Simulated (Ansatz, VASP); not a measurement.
## Ba in VASP and in Ansatz

```xyz
1
Lattice="0.0000 3.1830 3.1830 3.1830 0.0000 3.1830 3.1830 3.1830 0.0000" Properties=species:S:1:pos:R:3 pbc="T T T"
Ba    0.0000    0.0000    0.0000
```

Alike in both runs: functional PBE; k mesh 10 × 10 × 10; occupations gaussian, width 0.1 eV; no spin polarisation.

Ansatz relaxed the structure, and its values are those at the end. VASP's run is a single point on that final structure, the one shown.

|  | VASP | Ansatz |
| --- | --- | --- |
| version | VASP 6.6.1 | Ansatz 0.2.0 |
| potentials or method | VASP PAW PBE potentials, release 64 (Ba_sv), cutoff 520 eV | scalar-relativistic, plane waves, PAW |
| valence electrons in the cell | 10 | 10 |

```csv
,VASP,Ansatz,Ansatz less VASP
gap on the k mesh at the Fermi level (eV),none,none,-
pressure (GPa),0.1,0.0,-0.05
```

A gap of «none» marks a metal or a gap that the smearing closes.

Spin-orbit coupling is off throughout.
